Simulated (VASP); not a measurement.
# WC (P-6m2) in VASP: a series of runs

Runs on WC. Level: r2SCAN. Tasks: single point.

Program: VASP 6.6.1. These are calculated values, not measurements. Logs are shortened: lines on timing, memory, paths and dates and some standing lists are left out, and cuts for length are marked.

### 1 The cell of the first run

It takes space group P-6m2 (No. 187, hexagonal). The conventional cell has a = 2.913 Å, b = 2.913 Å, c = 2.836 Å, α = 90.00°, β = 90.00°, γ = 120.00°. Within 3.0 Å of W (site symmetry -6m2) lie 6 C at 2.20 Å and 8 W at 2.84 to 2.91 Å. Within 3.0 Å of C (site symmetry -6m2) lie 6 W at 2.20 Å and 8 C at 2.84 to 2.91 Å.

### 2 Single point, r2SCAN

Input file POSCAR:

```
WC
1.0
    2.9128406500      0.0000000000      0.0000000000
   -1.4564203300      2.5225940000      0.0000000000
    0.0000000000      0.0000000000      2.8361769500
W C
1 1
Direct
    0.0000000000      0.0000000000      0.0000000000
    0.6666666700      0.3333333300      0.5000000000
```

Input file INCAR.step1:

```
PREC = Accurate ; ENCUT = 520
ISMEAR = -1 ; SIGMA = 0.1
LREAL = False ; LASPH = True
NELM = 100 ; NBANDS = 16
GGA = PE ; ALGO = Normal
EDIFF = 1E-4 ; LWAVE = True
LCHARG = False
```

Input file INCAR.step2:

```
PREC = Accurate ; ENCUT = 520
EDIFF = 1E-6 ; ISMEAR = -1
SIGMA = 0.1 ; LREAL = False
LASPH = True ; NELM = 100
ALGO = Normal ; ISIF = 2
LWAVE = False ; LCHARG = False
METAGGA = R2SCAN ; LMIXTAU = True
NBANDS = 16 ; ISTART = 1
```

Input file KPOINTS:

```
regular mesh
0
Gamma
  13 13 12
```

Potentials or basis: VASP PAW PBE potentials, release 64 (W_sv, C).

The run is started by

```console
$ cat potpaw_PBE.64/W_sv/POTCAR potpaw_PBE.64/C/POTCAR > POTCAR
$ cp INCAR.step1 INCAR
$ mpirun -np 1 vasp_std > vasp.out
$ cp INCAR.step2 INCAR
$ mpirun -np 1 vasp_std > vasp.out
```

OUTCAR:

```text
PREC = Accurate
   ENCUT = 520
   EDIFF = 1E-6
   ISMEAR = -1
   LREAL = False
   LASPH = True
   NELM = 100
   ISIF = 2
   METAGGA = R2SCAN
   ISTART = 1

 ion  position               nearest neighbor table
   1  0.000  0.000  0.000-   2 2.20   2 2.20   2 2.20   2 2.20   2 2.20   2 2.20
   2  0.667  0.333  0.500-   1 2.20   1 2.20   1 2.20   1 2.20   1 2.20   1 2.20

  LATTYP: Found a hexagonal cell.
 ALAT       =     2.9128406500
 C/A-ratio  =     0.9736807779

  Lattice vectors:

 A1 = (   2.9128406500,   0.0000000000,   0.0000000000)
 A2 = (  -1.4564203300,   2.5225940000,   0.0000000000)
 A3 = (   0.0000000000,   0.0000000000,   2.8361769500)

Analysis of symmetry for initial positions (statically):
=====================================================================
 Subroutine PRICEL returns:
 Original cell was already a primitive cell.

 Routine SETGRP: Setting up the symmetry group for a
 hexagonal supercell.

 Subroutine GETGRP returns: Found 12 space group operations
 (whereof 12 operations were pure point group operations)
 out of a pool of 24 trial point group operations.

The static configuration has the point symmetry D_3h.

Analysis of symmetry for dynamics (positions and initial velocities):
=====================================================================
 Subroutine PRICEL returns:
 Original cell was already a primitive cell.

 Routine SETGRP: Setting up the symmetry group for a
 hexagonal supercell.

 Subroutine GETGRP returns: Found 12 space group operations
 (whereof 12 operations were pure point group operations)
 out of a pool of 24 trial point group operations.

The dynamic configuration has the point symmetry D_3h.

 Subroutine INISYM returns: Found 12 space group operations
 (whereof 12 operations are pure point group operations),
 and found     1 'primitive' translations

----------------------------------------------------------------------------------------

                                     Primitive cell

  volume of cell :      20.8400

  direct lattice vectors                    reciprocal lattice vectors
     2.912840650  0.000000000  0.000000000     0.343307486  0.198208670  0.000000000
    -1.456420330  2.522594000  0.000000000     0.000000000  0.396417339  0.000000000
     0.000000000  0.000000000  2.836176950     0.000000000  0.000000000  0.352587309

  length of vectors
     2.912840650  2.912840652  2.836176950     0.396417339  0.396417339  0.352587309

  position of ions in fractional coordinates (direct lattice)
     0.000000000  0.000000000  0.000000000
     0.666666670  0.333333330  0.500000000

  ion indices of the primitive-cell ions
   primitive index   ion index
                 1           1
                 2           2

----------------------------------------------------------------------------------------

 KPOINTS: regular mesh

Automatic generation of k-mesh.
 Grid dimensions read from file:
 generate k-points for:   13   13   12

 Generating k-lattice:

  Cartesian coordinates                     Fractional coordinates (reciprocal lattice)
     0.026408268  0.015246821  0.000000000     0.076923077  0.000000000  0.000000000
     0.000000000  0.030493641  0.000000000     0.000000000  0.076923077  0.000000000
     0.000000000  0.000000000  0.029382276     0.000000000  0.000000000  0.083333333

  Length of vectors
     0.030493641  0.030493641  0.029382276

  Shift w.r.t. Gamma in fractional coordinates (k-lattice)
     0.000000000  0.000000000  0.000000000

 Subroutine IBZKPT returns following result:
 ===========================================

 Found    147 irreducible k-points:

 Following reciprocal coordinates:
            Coordinates               Weight
  0.000000  0.000000  0.000000      1.000000
  0.076923  0.000000  0.000000      6.000000
  0.153846  0.000000  0.000000      6.000000
  0.230769 -0.000000  0.000000      6.000000
  0.307692  0.000000  0.000000      6.000000
  0.384615  0.000000  0.000000      6.000000
[... 16 lines left out ...]
  0.076923  0.000000  0.083333     12.000000
  0.153846  0.000000  0.083333     12.000000
 [... further k-points ...]
   k-points           NKPTS =    147   k-points in BZ     NKDIM =    147   number of bands    NBANDS=     16
   number of dos      NEDOS =    301   number of ions     NIONS =      2
   total plane-waves  NPLWV =  13824
   dimension x,y,z NGX =    24 NGY =   24 NGZ =   24
   dimension x,y,z NGXF=    48 NGYF=   48 NGZF=   48
   ions per type =               1   1
   NGX,Y,Z   is equivalent  to a cutoff of  13.70, 13.70, 14.07 a.u.
   NGXF,Y,Z  is equivalent  to a cutoff of  27.40, 27.40, 28.14 a.u.
 SYSTEM =  unknown system
   PREC   = accura    normal or accurate (medium, high low for compatibility)
   ISTART =      1    job   : 0-new  1-cont  2-samecut
   ICHARG =      0    charge: 1-file 2-atom 10-const
   ISPIN  =      1    spin polarized calculation?
   LNONCOLLINEAR =      F non collinear calculations
   LSORBIT =      F    spin-orbit coupling
   LASPH  =      T    aspherical Exc in radial PAW
   ENCUT  =  520.0 eV  38.22 Ry    6.18 a.u.   5.42  5.42  5.27*2*pi/ulx,y,z
   NELM   =    100;   NELMIN=  2; NELMDL=  0     # of ELM steps
   EDIFF  = 0.1E-05   stopping-criterion for ELM
   LREAL  =      F    real-space projection
   EDIFFG = 0.1E-04   stopping-criterion for IOM
   NSW    =      0    number of steps for IOM
   IBRION =     -1    ionic relax: 0-MD 1-quasi-New 2-CG
   NFREE  =      0    steps in history (QN), initial steepest desc. (CG)
   ISIF   =      2    stress and relaxation
   ISYM   =      2    0-nonsym 1-usesym 2-fastsym
   POTIM  = 0.5000    time-step for ionic-motion
   TEBEG  =    0.0;   TEEND  =   0.0 temperature during run
   PSTRESS=    0.0 pullay stress
   NELECT =      18.0000    total number of electrons
   NUPDOWN=      -1.0000    fix difference up-down
   EMIN   =  10.00;   EMAX   =-10.00  energy-range for DOS
   EFERMI =   0.00;   METHOD = LEGACY
   ISMEAR =    -1;   SIGMA  =   0.10  broadening in eV -4-tet -1-fermi 0-gaus
   EFERMI_NEDOS =   21; number of points for ismear=-14 and -15
   IALGO  =     38    algorithm
   IMIX   =      4    mixing-type and parameters
     AMIX     =   0.40;   BMIX     =  1.00
     AMIX_MAG =   1.60;   BMIX_MAG =  1.00
  volume/ion in A,a.u.               =      10.42        70.32
  Fermi-wavevector in a.u.,A,eV,Ry     =   1.559073  2.946221 33.071811  2.430710
  Thomas-Fermi vector in A             =   2.662485
   LORBIT       =      0    0 simple, 1 ext, 2 COOP (PROOUT), +10 PAW based schemes
   METAGGA = R2SCAN    functional components
   LHFCALC =     F    Hartree Fock is set to
   AEXX    =    0.0000 exact exchange contribution
   IVDW    =     0    specifies the selected vdW correction
   LEPSILON=     F    determine dielectric tensor
   LRPA    =     F    only Hartree local field effects (RPA)
 non-spin polarized calculation
  energy-cutoff  :      520.00
  volume of cell :       20.84
 maximum number of plane-waves:       581
 NGX is ok and might be reduce to    24
   NGX = 11   NGY = 11   NGZ = 11

 number of electron      18.0000001 magnetization

 Free energy of the ion-electron system (eV)
  ---------------------------------------------------
  ext. energy  EPLUGINS =         0.00000000
  ---------------------------------------------------
  free energy    TOTEN  =       -61.61738642 eV

  energy without entropy =      -61.60839099  energy(sigma->0) =      -61.61288871

 E-fermi :  10.9177     XC(G=0): -14.9423

 val. band max:       10.9128448730   @ k =   0.0769   0.0000   0.3333
 cond. band min:      10.9521487632   @ k =   0.0769   0.0769   0.5000
 fundamental gap:      0.0393038902
 Fermi energy:        10.9176633027

 k-point     1 :       0.0000    0.0000    0.0000
  band No.  band energies     occupation
      1     -65.0487      2.00000
      2     -28.3504      2.00000
      3     -28.2537      2.00000
      4     -28.2537      2.00000
      5      -4.3059      2.00000
      6       6.4402      2.00000
[... 8 lines left out ...]
     15      26.1360      0.00000
     16      28.4380      0.00000

 k-point     2 :       0.0769    0.0000    0.0000
  band No.  band energies     occupation
      1     -65.0450      2.00000
      2     -28.3438      2.00000
      3     -28.3049      2.00000
      4     -28.2652      2.00000
      5      -4.1469      2.00000
      6       6.4896      2.00000
[... 8 lines left out ...]
     15      25.7950      0.00000
     16      28.7823      0.00000

 k-point     3 :       0.1538    0.0000    0.0000
  band No.  band energies     occupation
      1     -65.0349      2.00000
      2     -28.4448      2.00000
      3     -28.3256      2.00000
      4     -28.2970      2.00000
      5      -3.6941      2.00000
      6       6.1637      2.00000
[... 8 lines left out ...]
     15      25.4436      0.00000
     16      29.7395      0.00000

 k-point     4 :       0.2308   -0.0000    0.0000
  band No.  band energies     occupation
      1     -65.0207      2.00000
      2     -28.6375      2.00000
      3     -28.3414      2.00000
      4     -28.2998      2.00000
      5      -3.0161      2.00000
      6       5.3706      2.00000
[... 8 lines left out ...]
     15      25.6441      0.00000
     16      30.2034      0.00000
[... 324 lines left out ...]
 k-point    22 :       0.0000    0.0000    0.0833
  band No.  band energies     occupation
      1     -65.0456      2.00000
      2     -28.4058      2.00000
      3     -28.2489      2.00000
      4     -28.2489      2.00000
      5      -4.1301      2.00000
      6       6.3438      2.00000
[... 8 lines left out ...]
     15      26.5590      0.00000
     16      28.4797      0.00000

 k-point    23 :       0.0769    0.0000    0.0833
  band No.  band energies     occupation
      1     -65.0420      2.00000
      2     -28.3992      2.00000
      3     -28.2997      2.00000
      4     -28.2604      2.00000
      5      -3.9752      2.00000
      6       6.4236      2.00000
[... 8 lines left out ...]
     15      25.9970      0.00000
     16      28.7817      0.00000

 k-point    24 :       0.1538    0.0000    0.0833
  band No.  band energies     occupation
      1     -65.0319      2.00000
      2     -28.4403      2.00000
      3     -28.3789      2.00000
      4     -28.2920      2.00000
      5      -3.5349      2.00000
      6       6.2367      2.00000
[... 8 lines left out ...]
     15      25.3793      0.00000
     16      29.6416      0.00000

 [... further k-points ...]

------------------------ aborting loop because EDIFF is reached ----------------------------------------

  FORCE on cell =-STRESS in cart. coord.  units (eV):
  Direction    XX          YY          ZZ          XY          YZ          ZX
  --------------------------------------------------------------------------------------
  -------------------------------------------------------------------------------------
  Total        0.2123023      0.2123023      0.2307089     -0.0000000     -0.0000000      0.0000000
  in kB       16.3217967     16.3217967     17.7368939     -0.0000000     -0.0000000      0.0000000
  external PRESSURE =      16.7934957 kB  Pullay stress =       0.0000000 kB

 VOLUME and BASIS-vectors are now :
 -----------------------------------------------------------------------------
  energy-cutoff  :      520.00
  volume of cell :       20.84
      direct lattice vectors                 reciprocal lattice vectors
     2.912840650  0.000000000  0.000000000     0.343307486  0.198208670  0.000000000
    -1.456420330  2.522594000  0.000000000     0.000000000  0.396417339  0.000000000
     0.000000000  0.000000000  2.836176950     0.000000000  0.000000000  0.352587309

 POSITION                                       TOTAL-FORCE (eV/Angst)
 -----------------------------------------------------------------------------------
      0.00000      0.00000      0.00000        -0.000000      0.000000      0.000000
      1.45642      0.84086      1.41809         0.000000     -0.000000      0.000000
 -----------------------------------------------------------------------------------
    total drift:                               -0.000003      0.000002     -0.000000

  FREE ENERGIE OF THE ION-ELECTRON SYSTEM (eV)
  ---------------------------------------------------
  free  energy   TOTEN  =       -61.6173864202 eV

  energy  without entropy=      -61.6083909927  energy(sigma->0) =      -61.61288871
```

Wall time 2.3 min (1 thread of Intel Xeon 8259CL, shared host); peak memory 0.18 GiB.

Results:

```
Free energy            : -61.6174 eV
Pressure               : 1.7 GPa
Band gap on the k mesh : zero (bands 9 and 10 overlap by 1.32 eV)
```

Stress tensor (GPa, compression positive):
```
1.63 0.00 0.00
0.00 1.63 0.00
0.00 0.00 1.77
```

Caveat: the PAW data sets were made with another functional, which shifts forces and pressure a little; spin-orbit coupling is left out, which moves the levels of the heavy elements.

(Part 1 of 2 ends here.)
